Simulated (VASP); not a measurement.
Runs of VASP 6.6.1 on Hg. Symmetry: R-3m, No. 166, trigonal system. Conventional cell: a = 3.493 Å, b = 3.493 Å, c = 6.444 Å, α = 90.00°, β = 90.00°, γ = 120.00°. Within 3.9 Å of Hg (site symmetry -3m) lie 12 Hg at 2.95 to 3.49 Å. 

```csv
potentials or basis,k mesh,cutoff (eV),smearing,gap on the mesh (eV),pressure (GPa)
"VASP PAW LDA potentials, release 64 (Hg_sv_GW)",11 × 11 × 11,500,fermi-dirac 0.2 eV,none,-1.2
"VASP PAW LDA potentials, release 64 (Hg)",11 × 11 × 11,520,fermi-dirac 1 eV,none,(a)
"VASP PAW LDA potentials, release 64 (Hg)",11 × 11 × 11,520,methfessel-paxton 0.03 eV,none,0.9
"VASP PAW LDA potentials, release 64 (Hg_sv_GW)",17 × 17 × 17,500,fermi-dirac 0.1 eV,none,-1.2
"VASP PAW LDA potentials, release 64 (Hg)",11 × 11 × 11,520,gaussian 0.3 eV,none,0.7
"VASP PAW LDA potentials, release 64 (Hg)",11 × 11 × 11,520,gaussian 1 eV,none,0.8
"VASP PAW LDA potentials, release 64 (Hg)",11 × 11 × 11,520,gaussian 0.03 eV,none,0.9
"VASP PAW LDA potentials, release 64 (Hg)",11 × 11 × 11,520,methfessel-paxton 0.01 eV,none,0.9
"VASP PAW LDA potentials, release 64 (Hg)",11 × 11 × 11,520,gaussian 0.01 eV,none,0.9
"VASP PAW LDA potentials, release 64 (Hg)",11 × 11 × 11,520,gaussian 0.2 eV,none,0.8
"VASP PAW LDA potentials, release 64 (Hg)",11 × 11 × 11,520,fermi-dirac 0.6 eV,none,1.1
"VASP PAW LDA potentials, release 64 (Hg)",11 × 11 × 11,520,gaussian 0.6 eV,none,0.7
```

Alike in all rows: task single point; level LDA; no spin polarisation; cell as given.

**Question.** Estimate the missing entries.

**Answer.** (a) 2.4.

Caveats: spin-orbit coupling is left out, which moves the levels of the heavy elements; so wide a smearing shifts energies and pressures (at least some runs).

A k mesh can miss the band edges, and the runs leave out spin-orbit coupling on Hg.

A gap of «none» marks levels without a gap at the run's occupations.

The runs don't all hold the same shells in valence.
